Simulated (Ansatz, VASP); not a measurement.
## BAs: VASP beside Ansatz

The input INCAR:

```
PREC     = Accurate       # precision mode
ENCUT    = 520            # plane-wave cutoff, eV
EDIFF    = 1E-6           # SCF threshold, eV
ISMEAR   = 0              # smearing method
SIGMA    = 0.05           # smearing width, eV
LREAL    = False          # projectors in reciprocal space
LASPH    = True           # aspherical terms in the spheres
NELM     = 80             # most SCF steps
ALGO     = Normal         # electronic algorithm
ISIF     = 2              # what is computed and relaxed
LWAVE    = False          # write WAVECAR
LCHARG   = False          # write CHGCAR
GGA      = RP             # functional
NBANDS   = 11             # bands
```

File KPOINTS:

```
Automatic mesh
0
Gamma
  10 10 10
```

POSCAR

```
BAs
1.0
    0.0000000000      2.3885000000      2.3885000000
    2.3885000000      0.0000000000      2.3885000000
    2.3885000000      2.3885000000      0.0000000000
As B
1 1
Direct
    0.7500000000      0.7500000000      0.7500000000
    0.0000000000      0.0000000000      0.0000000000
```

File input.yaml:

```yaml
crystal:
  lattice:
    - [0.0, 2.3885, 2.3885]
    - [2.3885, 0.0, 2.3885]
    - [2.3885, 2.3885, 0.0]
  atoms:
    - { symbol: As, position: [0.75, 0.75, 0.75] }
    - { symbol: B, position: [0.0, 0.0, 0.0] }
kpoints:
  mp_grid: { grid: [10, 10, 10] }
scf:
  occupations: { method: gaussian, width: 0.05 }
hamiltonian:
  xc: rpbe
  pseudopotentials: { kind: all_electron, lapw: { basis_error: 0.001 } }
output:
  forces: true
  stress: true
  eigenvalues: true
```

Alike in both runs: task single point; functional RPBE; k mesh 10 × 10 × 10; occupations gaussian, width 0.05 eV; no spin polarisation.

```csv
,VASP,Ansatz
version,VASP 6.6.1,Ansatz 0.2.0
potentials or method,"VASP PAW PBE potentials, release 64 (As, B), cutoff 520 eV","all-electron LAPW, scalar-relativistic"
```

|  | VASP | Ansatz | Ansatz less VASP |
| --- | --- | --- | --- |
| gap on the k mesh at the Fermi level (eV) | 1.21 | 1.22 | +0.012 |
| least direct gap on the mesh (eV) | 3.28 | 3.29 | +0.011 |
| pressure (GPa) | 6.0 | 5.4 | -0.62 |

VASP's potentials were made for PBE, not for RPBE. Ansatz ran all-electron here, and VASP with PAW potentials.
